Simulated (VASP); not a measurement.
# MgO (scan) (Fm-3m) in VASP: phonons with r2SCAN

Aim: the phonons of MgO (scan) with r2SCAN.

Everything below comes from runs of VASP 6.6.1. Logs are shortened: lines on timing, memory, paths and dates and some standing lists are left out, and cuts for length are marked.

**1. The cell of the first run**

It takes space group Fm-3m (No. 225, cubic). The conventional cell has a = 4.204 Å, b = 4.204 Å, c = 4.204 Å, α = 90.00°, β = 90.00°, γ = 90.00°. Within 2.8 Å of Mg (site symmetry m-3m) lie 6 O at 2.10 Å. Within 2.8 Å of O (site symmetry m-3m) lie 6 Mg at 2.10 Å.

**2. Phonons, r2SCAN**

INCAR

```
SYSTEM = MgO
PREC     = Accurate       ! precision mode
ENCUT    = 520            ! plane-wave cutoff, eV
EDIFF    = 1E-8           ! SCF threshold, eV
ISMEAR   = 0              ! smearing method
SIGMA    = 0.01           ! smearing width, eV
LREAL    = .False.        ! projectors in reciprocal space
LASPH    = .True.         ! aspherical terms in the spheres
NELM     = 80             ! most SCF steps
ALGO     = Normal         ! electronic algorithm
ISIF     = 2              ! what is computed and relaxed
LWAVE    = .False.        ! write WAVECAR
LCHARG   = .False.        ! write CHGCAR
METAGGA  = R2SCAN         ! meta-GGA
LMIXTAU  = .True.       
IBRION   = 6              ! ionic algorithm
NFREE    = 2            
POTIM    = 0.015          ! step
NSW      = 1              ! ionic steps
```

KPOINTS

```
regular mesh
0
Gamma
  10 10 10
  0 0 0
```

POSCAR

```
MgO
1.0
    0.0000000000      2.1021684214      2.1021684214
    2.1021684214      0.0000000000      2.1021684214
    2.1021684214      2.1021684214      0.0000000000
Mg O
1 1
Direct
    0.0000000000      0.0000000000      0.0000000000
    0.5000000000      0.5000000000      0.5000000000
```

Potentials or basis: VASP PAW PBE potentials, release 64 (Mg, O).

On the command line:

```sh
cat potpaw_PBE.64/Mg/POTCAR potpaw_PBE.64/O/POTCAR > POTCAR
mpirun -np 1 vasp_std > vasp.out
```

OUTCAR:

```text
SYSTEM = MgO
   PREC = Accurate
   ENCUT = 520
   EDIFF = 1E-8
   ISMEAR = 0
   LREAL = .False.
   LASPH = .True.
   NELM = 80
   ISIF = 2
   METAGGA = R2SCAN
   IBRION = 6
   NFREE = 2
   POTIM = 0.015
   NSW = 1

 ion  position               nearest neighbor table
   1  0.000  0.000  0.000-   2 2.10   2 2.10   2 2.10   2 2.10   2 2.10   2 2.10
   2  0.500  0.500  0.500-   1 2.10   1 2.10   1 2.10   1 2.10   1 2.10   1 2.10

  LATTYP: Found a face centered cubic cell.
 ALAT       =     4.2043368428

  Lattice vectors:

 A1 = (   0.0000000000,   2.1021684214,   2.1021684214)
 A2 = (   2.1021684214,   0.0000000000,   2.1021684214)
 A3 = (   2.1021684214,   2.1021684214,   0.0000000000)

Analysis of symmetry for initial positions (statically):
=====================================================================
 Subroutine PRICEL returns:
 Original cell was already a primitive cell.

 Routine SETGRP: Setting up the symmetry group for a
 face centered cubic supercell.

 Subroutine GETGRP returns: Found 48 space group operations
 (whereof 48 operations were pure point group operations)
 out of a pool of 48 trial point group operations.

The static configuration has the point symmetry O_h .

Analysis of symmetry for dynamics (positions and initial velocities):
=====================================================================
 Subroutine PRICEL returns:
 Original cell was already a primitive cell.

 Routine SETGRP: Setting up the symmetry group for a
 face centered cubic supercell.

 Subroutine GETGRP returns: Found 48 space group operations
 (whereof 48 operations were pure point group operations)
 out of a pool of 48 trial point group operations.

The dynamic configuration has the point symmetry O_h .

 Subroutine INISYM returns: Found 48 space group operations
 (whereof 48 operations are pure point group operations),
 and found     1 'primitive' translations

----------------------------------------------------------------------------------------

                                     Primitive cell

  volume of cell :      18.5794

  direct lattice vectors                    reciprocal lattice vectors
     0.000000000  2.102168421  2.102168421    -0.237849639  0.237849639  0.237849639
     2.102168421  0.000000000  2.102168421     0.237849639 -0.237849639  0.237849639
     2.102168421  2.102168421  0.000000000     0.237849639  0.237849639 -0.237849639

  length of vectors
     2.972915092  2.972915092  2.972915092     0.411967659  0.411967659  0.411967659

  position of ions in fractional coordinates (direct lattice)
     0.000000000  0.000000000  0.000000000
     0.500000000  0.500000000  0.500000000

  ion indices of the primitive-cell ions
   primitive index   ion index
                 1           1
                 2           2

----------------------------------------------------------------------------------------

 KPOINTS: regular mesh

Automatic generation of k-mesh.
 Grid dimensions read from file:
 generate k-points for:   10   10   10

 Generating k-lattice:

  Cartesian coordinates                     Fractional coordinates (reciprocal lattice)
    -0.023784964  0.023784964  0.023784964     0.100000000  0.000000000  0.000000000
     0.023784964 -0.023784964  0.023784964     0.000000000  0.100000000  0.000000000
     0.023784964  0.023784964 -0.023784964     0.000000000  0.000000000  0.100000000

  Length of vectors
     0.041196766  0.041196766  0.041196766

  Shift w.r.t. Gamma in fractional coordinates (k-lattice)
     0.000000000  0.000000000  0.000000000

 Subroutine IBZKPT returns following result:
 ===========================================

 Found     47 irreducible k-points:

 Following reciprocal coordinates:
            Coordinates               Weight
  0.000000  0.000000  0.000000      1.000000
  0.100000  0.000000  0.000000      8.000000
  0.200000  0.000000  0.000000      8.000000
  0.300000  0.000000  0.000000      8.000000
  0.400000  0.000000  0.000000      8.000000
  0.500000  0.000000  0.000000      4.000000
[... 16 lines left out ...]
  0.300000  0.300000  0.000000      6.000000
  0.400000  0.300000  0.000000     24.000000
 [... further k-points ...]
   k-points           NKPTS =     47   k-points in BZ     NKDIM =     47   number of bands    NBANDS=      8
   number of dos      NEDOS =    301   number of ions     NIONS =      2
   total plane-waves  NPLWV =  13824
   dimension x,y,z NGX =    24 NGY =   24 NGZ =   24
   dimension x,y,z NGXF=    48 NGYF=   48 NGZF=   48
   ions per type =               1   1
   NGX,Y,Z   is equivalent  to a cutoff of  13.42, 13.42, 13.42 a.u.
   NGXF,Y,Z  is equivalent  to a cutoff of  26.84, 26.84, 26.84 a.u.
 SYSTEM =  MgO
   PREC   = accura    normal or accurate (medium, high low for compatibility)
   ISTART =      0    job   : 0-new  1-cont  2-samecut
   ICHARG =      2    charge: 1-file 2-atom 10-const
   ISPIN  =      1    spin polarized calculation?
   LNONCOLLINEAR =      F non collinear calculations
   LSORBIT =      F    spin-orbit coupling
   LASPH  =      T    aspherical Exc in radial PAW
   ENCUT  =  520.0 eV  38.22 Ry    6.18 a.u.   5.53  5.53  5.53*2*pi/ulx,y,z
   NELM   =     80;   NELMIN=  2; NELMDL= -5     # of ELM steps
   EDIFF  = 0.1E-07   stopping-criterion for ELM
   LREAL  =      F    real-space projection
   EDIFFG = 0.1E-06   stopping-criterion for IOM
   NSW    =     61    number of steps for IOM
   IBRION =      6    ionic relax: 0-MD 1-quasi-New 2-CG
   NFREE  =      2    steps in history (QN), initial steepest desc. (CG)
   ISIF   =      2    stress and relaxation
   ISYM   =      2    0-nonsym 1-usesym 2-fastsym
   POTIM  = 0.0150    time-step for ionic-motion
   TEBEG  =    0.0;   TEEND  =   0.0 temperature during run
   PSTRESS=    0.0 pullay stress
   NELECT =       8.0000    total number of electrons
   NUPDOWN=      -1.0000    fix difference up-down
   EMIN   =  10.00;   EMAX   =-10.00  energy-range for DOS
   EFERMI =   0.00;   METHOD = LEGACY
   ISMEAR =     0;   SIGMA  =   0.01  broadening in eV -4-tet -1-fermi 0-gaus
   EFERMI_NEDOS =   21; number of points for ismear=-14 and -15
   IALGO  =     38    algorithm
   IMIX   =      4    mixing-type and parameters
     AMIX     =   0.40;   BMIX     =  1.00
     AMIX_MAG =   1.60;   BMIX_MAG =  1.00
  volume/ion in A,a.u.               =       9.29        62.69
  Fermi-wavevector in a.u.,A,eV,Ry     =   1.236215  2.336107 20.792796  1.528227
  Thomas-Fermi vector in A             =   2.370833
   LORBIT       =      0    0 simple, 1 ext, 2 COOP (PROOUT), +10 PAW based schemes
   METAGGA = R2SCAN    functional components
   LHFCALC =     F    Hartree Fock is set to
   AEXX    =    0.0000 exact exchange contribution
   IVDW    =     0    specifies the selected vdW correction
   LEPSILON=     F    determine dielectric tensor
   LRPA    =     F    only Hartree local field effects (RPA)
 finite differences with symmetry
 non-spin polarized calculation
 Gauss-broadening in eV      SIGMA  =   0.01
  energy-cutoff  :      520.00
  volume of cell :       18.58
 maximum number of plane-waves:       531
 NGX is ok and might be reduce to    24
   NGX = 11   NGY = 11   NGZ = 11

--------------------------------------- Ionic step        1  -------------------------------------------

 number of electron       8.0000004 magnetization

 Free energy of the ion-electron system (eV)
  ---------------------------------------------------
  ext. energy  EPLUGINS =         0.00000000
  ---------------------------------------------------
  free energy    TOTEN  =       -16.16111222 eV

  energy without entropy =      -16.16111222  energy(sigma->0) =      -16.16111222

------------------------ aborting loop because EDIFF is reached ----------------------------------------

  FORCE on cell =-STRESS in cart. coord.  units (eV):
  Direction    XX          YY          ZZ          XY          YZ          ZX
  --------------------------------------------------------------------------------------
  -------------------------------------------------------------------------------------
  Total       -0.1320369     -0.1320369     -0.1320369      0.0000000      0.0000000      0.0000000
  in kB      -11.3860539    -11.3860539    -11.3860539      0.0000000      0.0000000      0.0000000
  external PRESSURE =     -11.3860539 kB  Pullay stress =       0.0000000 kB
[... 129 lines left out ...]
  energy  without entropy=      -16.1604793301  energy(sigma->0) =      -16.16047933

--------------------------------------- Ionic step        5  -------------------------------------------

 number of electron       8.0000002 magnetization

 Free energy of the ion-electron system (eV)
  ---------------------------------------------------
  ext. energy  EPLUGINS =         0.00000000
  ---------------------------------------------------
  free energy    TOTEN  =       -16.16047929 eV

  energy without entropy =      -16.16047929  energy(sigma->0) =      -16.16047929

 E-fermi :   2.9559     XC(G=0): -11.6232

 val. band max:        2.8161088078   @ k =   0.0000   0.0000   0.0000
 cond. band min:       8.4759129923   @ k =   0.0000   0.0000   0.0000
 fundamental gap:      5.6598041845
 Fermi energy:         2.9558552376

 k-point     1 :       0.0000    0.0000    0.0000
  band No.  band energies     occupation
      1     -15.4126      2.00000
      2       2.8158      2.00000
      3       2.8161      2.00000
      4       2.8161      2.00000
      5       8.4759      0.00000
      6      19.6826      0.00000
      7      19.6831      0.00000
      8      19.6831      0.00000
[... 243 lines left out ...]
 k-point    24 :       0.4000    0.3000    0.0000
  band No.  band energies     occupation
      1     -14.1945      2.00000
      2      -0.7796      2.00000
      3       1.4896      2.00000
      4       1.7047      2.00000
      5      13.4479      0.00000
      6      13.9805      0.00000
      7      17.6479      0.00000
      8      22.3632      0.00000

 [... further k-points ...]
[... 5 lines left out ...]
  --------------------------------------------------------------------------------------
  -------------------------------------------------------------------------------------
  Total       -0.1230798     -0.1327179     -0.1327179     -0.0000000      0.0000000      0.0000000
  in kB      -10.6136523    -11.4447837    -11.4447837     -0.0000000      0.0000000      0.0000000
  external PRESSURE =     -11.1677399 kB  Pullay stress =       0.0000000 kB
[... 17 lines left out ...]
  FREE ENERGIE OF THE ION-ELECTRON SYSTEM (eV)
  ---------------------------------------------------
  free  energy   TOTEN  =       -16.1604792875 eV

  energy  without entropy=      -16.1604792875  energy(sigma->0) =      -16.16047929

 INTERNAL STRAIN TENSORS FROM DISPLACED ATOMS
 ============================================

 INTERNAL STRAIN TENSOR FOR ION    1 for displacements in x,y,z  (eV/Angst):
          X           Y           Z          XY          YZ          ZX
  --------------------------------------------------------------------------------
  x     0.00000     0.00000     0.00000     0.00000     0.00000     0.00000
  y     0.00000     0.00000     0.00000     0.00000     0.00000     0.00000
  z     0.00000     0.00000     0.00000     0.00000     0.00000     0.00000

 INTERNAL STRAIN TENSOR FOR ION    2 for displacements in x,y,z  (eV/Angst):
          X           Y           Z          XY          YZ          ZX
  --------------------------------------------------------------------------------
  x     0.00000     0.00000     0.00000     0.00000     0.00000     0.00000
  y     0.00000     0.00000     0.00000     0.00000     0.00000     0.00000
  z     0.00000     0.00000     0.00000     0.00000     0.00000     0.00000

 Eigenvectors and eigenvalues of the dynamical matrix
 ----------------------------------------------------

   1 f  =   12.019002 THz    75.517614 2PiTHz  400.910740 cm-1    49.706574 meV
             X         Y         Z           dx          dy          dz
      0.000000  0.000000  0.000000     0.316205    0.539726    0.000000
      2.102168  2.102168  2.102168    -0.394389   -0.673178    0.000000

   2 f  =   12.019002 THz    75.517614 2PiTHz  400.910740 cm-1    49.706574 meV
             X         Y         Z           dx          dy          dz
      0.000000  0.000000  0.000000     0.000000    0.000000   -0.625531
      2.102168  2.102168  2.102168     0.000000    0.000000    0.780199
[... 11 lines left out ...]
   5 f/i=    0.069899 THz     0.439188 2PiTHz    2.331577 cm-1     0.289079 meV
             X         Y         Z           dx          dy          dz
      0.000000  0.000000  0.000000     0.000000    0.000000    0.780199
      2.102168  2.102168  2.102168     0.000000    0.000000    0.625531

   6 f/i=    0.069899 THz     0.439188 2PiTHz    2.331577 cm-1     0.289079 meV
             X         Y         Z           dx          dy          dz
      0.000000  0.000000  0.000000    -0.453689    0.634726    0.000000
      2.102168  2.102168  2.102168    -0.363749    0.508897    0.000000

 ELASTIC MODULI CONTR FROM IONIC RELAXATION (kBar)
 Direction    XX          YY          ZZ          XY          YZ          ZX
 --------------------------------------------------------------------------------
 XX           0.0000      0.0000      0.0000      0.0000      0.0000      0.0000
 YY           0.0000      0.0000      0.0000      0.0000      0.0000      0.0000
 ZZ           0.0000      0.0000      0.0000      0.0000      0.0000      0.0000
 XY           0.0000      0.0000      0.0000      0.0000      0.0000      0.0000
 YZ           0.0000      0.0000      0.0000      0.0000      0.0000      0.0000
 ZX           0.0000      0.0000      0.0000      0.0000      0.0000      0.0000
 --------------------------------------------------------------------------------
```

Run time: 3.5 min. Hardware: 1 thread of AMD EPYC 9R14 (Zen 4), shared host; peak memory 0.14 GiB.

What came out:

```
Highest phonon frequency at Γ, LO-TO splitting left out : 401 cm⁻¹
```

Phonon frequencies in cm⁻¹ (negative: imaginary):
```csv
q point,frequencies
"(0.000, 0.000, 0.000)",-2 -2 -2 401 401 401
```

Caveat: the cell wasn't relaxed at this level first, which shifts response properties; the PAW data sets were made with another functional, which shifts forces and pressure a little.
